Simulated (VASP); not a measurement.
Runs of VASP 6.6.1 on Ge. The structure is that of space group Pm-3m (No. 221), or close to it. The cells are those of the table. This isn't the form of Ge at room conditions, which is diamond.

| level | potentials or basis | cell | k mesh | grid for exact exchange (PRECFOCK) | share of exact exchange | screening parameter | gap on the mesh (eV) | pressure (GPa) |
| --- | --- | --- | --- | --- | --- | --- | --- | --- |
| PBE+D3(BJ) | VASP PAW PBE potentials, release 64 (Ge_d) | a = 2.669 Å, 1 atom | 10 × 10 × 10 | - | - | - | none | -0.1 |
| LDA | VASP PAW LDA potentials, release 64 (Ge_d) | a = 2.710 Å, 1 atom | 6 × 6 × 6 | - | - | - | none | (a) |
| PBE | VASP PAW PBE potentials, release 64 (Ge_d) | a = 2.704 Å, 1 atom | 10 × 10 × 10 | - | - | - | none | -0.1 |
| r2SCAN | VASP PAW PBE potentials, release 64 (Ge_d) | a = 2.710 Å, 1 atom | 6 × 6 × 6 | - | - | - | none | -2.6 |
| HSE06 | VASP PAW PBE potentials, release 64 (Ge_d) | a = 2.696 Å, 1 atom | 5 × 5 × 5 | Normal | 0.25 | 0.2079 1/Å | none | 0.0 |

Alike in all rows: task single point; no spin polarisation; cutoff (eV) 520; smearing fermi-dirac 0.05 eV.

Estimate the missing entries.

(a) -5.4.

Caveats: some runs use coarse meshes; the PAW data sets were made with another functional, which shifts forces and pressure a little (at least some runs).

A k mesh can miss the band edges, and the runs leave out spin-orbit coupling on Ge.

A gap of «none» marks levels without a gap at the run's occupations.
